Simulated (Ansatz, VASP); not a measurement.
**SiN in VASP and in Ansatz**

```
CELL_PARAMETERS angstrom
2.70401 0.00000 0.00000
-1.35200 2.34174 0.00000
0.00000 0.00000 5.28985
ATOMIC_POSITIONS crystal
Si 0.66667 0.33333 0.75000
Si 0.33333 0.66667 0.25000
N 0.00000 0.00000 0.00000
N 0.00000 0.00000 0.50000
```

Alike in both runs: functional r2SCAN; k mesh 12 × 12 × 4; occupations gaussian, width 0.1 eV; no spin polarisation.

Ansatz relaxed the structure, and its values are those at the end. VASP's run is a single point on that final structure, the one shown.

|  | VASP | Ansatz |
| --- | --- | --- |
| version | VASP 6.6.1 | Ansatz 0.2.0 |
| potentials or method | VASP PAW PBE potentials, release 64 (Si, N), cutoff 520 eV | scalar-relativistic, plane waves, PAW |
| valence electrons in the cell | 18 | 18 |

```tsv
	VASP	Ansatz	Ansatz less VASP
gap on the k mesh at the Fermi level (eV)	none	none	-
pressure (GPa)	0.4	0.0	-0.34
```

VASP's potentials were made for PBE, not for r2SCAN. A gap of «none» marks a metal or a gap that the smearing closes.
